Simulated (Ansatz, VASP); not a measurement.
# Two plane-wave programs on GaAs

```
Ga As
1.0
     0.00000    2.72906    3.01633
     2.72906    0.00000    3.01633
     2.72906    2.72906    0.00000
Ga As
1 1
Direct
  0.00000 0.00000 0.00000
  0.75000 0.75000 0.75000
```

Change from the starting cell: strain -0.050 along x and y, +0.050 along z, atoms carried along.

Alike in both runs: task single point; functional PBE; k mesh 10 × 10 × 10; occupations gaussian, width 0.03 eV; no spin polarisation.

```csv
,VASP,Ansatz
version,VASP 6.6.1,Ansatz 0.2.0
potentials or method,"VASP PAW PBE potentials, release 64 (Ga_d, As), cutoff 500 eV","scalar-relativistic, plane waves, PAW"
valence electrons in the cell,18,28
```

Ansatz gave:

* gap on the k mesh at the Fermi level (eV): 0.25
* least direct gap on the mesh (eV): 0.25
* pressure (GPa): 3.6
* traceless stress, the component that is largest in VASP (GPa): -4.70

What did VASP give for the same quantities?

gap on the k mesh at the Fermi level (eV): 0.25; least direct gap on the mesh (eV): 0.25; pressure (GPa): 3.8; traceless stress, the component that is largest in VASP (GPa): -4.69.

VASP's potentials hold 18 valence electrons a cell and Ansatz's 28, so a difference there can come from the potentials and not from the codes.
